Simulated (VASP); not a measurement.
Set up this calculation in VASP 6.6.1, as the native input.

```yaml
Task: single point
Functional: PBE
Potentials_or_basis: VASP PAW PBE potentials, release 64 (H, Mo_sv)
Cutoff: 520 eV
k_mesh: 6 × 6 × 6
Occupations: gaussian, width 0.1 eV
Spin: no spin polarisation
Dipole_correction: no
Further_INCAR_settings: ALGO = Normal; EDIFF = 1e-06; NBANDS = 25
```

The structure of MoH2 lies in POSCAR:

```
MoH2
1.0
    0.0000000000      2.8836032305      2.8836032305
    2.8836032305      0.0000000000      2.8836032305
    2.8836032305      2.8836032305      0.0000000000
H Mo
4 2
Direct
    0.6250000000      0.1250000000      0.1250000000
    0.1250000000      0.1250000000      0.6250000000
    0.1250000000      0.6250000000      0.1250000000
    0.1250000000      0.1250000000      0.1250000000
    0.5000000000      0.5000000000      0.5000000000
    0.7500000000      0.7500000000      0.7500000000
```

The cell was built from a structure type or drawn by symmetry, and may not be a known phase.

One way to write it, as run:

INCAR

```
SYSTEM = MoH2
PREC     = Accurate       ! precision mode
ENCUT    = 520            ! plane-wave cutoff, eV
EDIFF    = 1E-6           ! SCF threshold, eV
ISMEAR   = 0              ! smearing method
SIGMA    = 0.1            ! smearing width, eV
LREAL    = .FALSE.        ! projectors in reciprocal space
LASPH    = .TRUE.         ! aspherical terms in the spheres
NELM     = 100            ! most SCF steps
ALGO     = Normal         ! electronic algorithm
ISIF     = 2              ! what is computed and relaxed
LWAVE    = .FALSE.        ! write WAVECAR
LCHARG   = .TRUE.         ! write CHGCAR
GGA      = PE             ! functional
LELF     = .TRUE.         ! ELF
LVHAR    = .TRUE.       
NBANDS   = 25             ! bands
```

KPOINTS

```
regular mesh
0
G
  6 6 6
  0 0 0
```

Potentials or basis: VASP PAW PBE potentials, release 64 (H, Mo_sv).

Run with:

```console
$ cat potpaw_PBE.64/H/POTCAR potpaw_PBE.64/Mo_sv/POTCAR > POTCAR
$ mpirun -np 1 vasp_std > vasp.out
```

Results of the run:

| Quantity | Value |
| --- | --- |
| Pressure | 0.2 GPa |
| Band gap on the k mesh | zero (bands 16 and 17 overlap by 2.24 eV) |

Run time: 9.9 s on 1 thread of Intel(R) Xeon(R) 6975P-C (Granite Rapids) (shared host), peak memory 0.17 GiB.
